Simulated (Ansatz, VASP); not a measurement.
**One calculation of SiPd3Pt, two programs**

```
Si Pd Pt
1.0
     5.16502    0.00000    0.00000
    -2.58251    4.47303    0.00000
     0.00000    0.00000    4.48722
Si Pd Pt
1 3 1
Direct
  0.00000 0.00000 0.00000
  0.50000 0.00000 0.00000
  0.00000 0.50000 0.00000
  0.50000 0.50000 0.00000
  0.00000 0.00000 0.50000
```

Alike in both runs: functional PBE; k mesh 6 × 6 × 4; occupations gaussian, width 0.1 eV; no spin polarisation.

Ansatz relaxed the structure, and its values are those at the end. VASP's run is a single point on that final structure, the one shown.

```csv
,VASP,Ansatz
version,VASP 6.6.1,Ansatz 0.2.0
potentials or method,"VASP PAW PBE potentials, release 64 (Si, Pd_sv_GW, Pt_sv_GW), cutoff 630 eV","scalar-relativistic, plane waves, PAW"
valence electrons in the cell,76,76
```

Ansatz gave:

- gap on the k mesh at the Fermi level (eV): none
- pressure (GPa): -0.1

Task: What did VASP give for the same quantities?

Result: gap on the k mesh at the Fermi level (eV): none; pressure (GPa): -0.4.

A gap of «none» marks a metal or a gap that the smearing closes. The functional is the same, so the differences come from potentials, cutoffs and numerics.

Spin-orbit coupling is off throughout.
